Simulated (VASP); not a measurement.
A run of VASP 6.6.1:

The input INCAR:

```
SYSTEM = CdSe
ALGO = Normal
EDIFF = 1E-6
ENCUT = 520
GGA = PE
ISIF = 2
ISMEAR = 0
LASPH = .True.
LCHARG = .False.
LREAL = .False.
LWAVE = .False.
NBANDS = 26
NELM = 80
PREC = Accurate
SIGMA = 0.02
```

File KPOINTS:

```
k-points
0
Gamma
  12 12 6
  0 0 0
```

POSCAR

```
CdSe
1.0
    4.2458776253      0.0000000000      0.0000000000
   -2.1229388126      3.6770378848      0.0000000000
    0.0000000000      0.0000000000      6.9381862137
Cd Se
2 2
Direct
    0.3333333333      0.6666666667      0.0048462126
    0.6666666667      0.3333333333      0.5048462126
    0.3333333333      0.6666666667      0.3801537874
    0.6666666667      0.3333333333      0.8801537874
```

Potentials or basis: VASP PAW PBE potentials, release 64 (Cd, Se).

Command:

```bash
$ cat potpaw_PBE.64/Cd/POTCAR potpaw_PBE.64/Se/POTCAR > POTCAR
$ mpirun -np 1 vasp_std > vasp.out
```

Hardware: 1 thread of AMD EPYC 9R45 96-Core Processor (Zen 5), on a shared host.

How long does it take, and how much memory?

It took 87 s on 1 thread of AMD EPYC 9R45 96-Core Processor (Zen 5), with other jobs on the host, peak memory 0.32 GiB. Counts: scf iterations 14, k points 76.
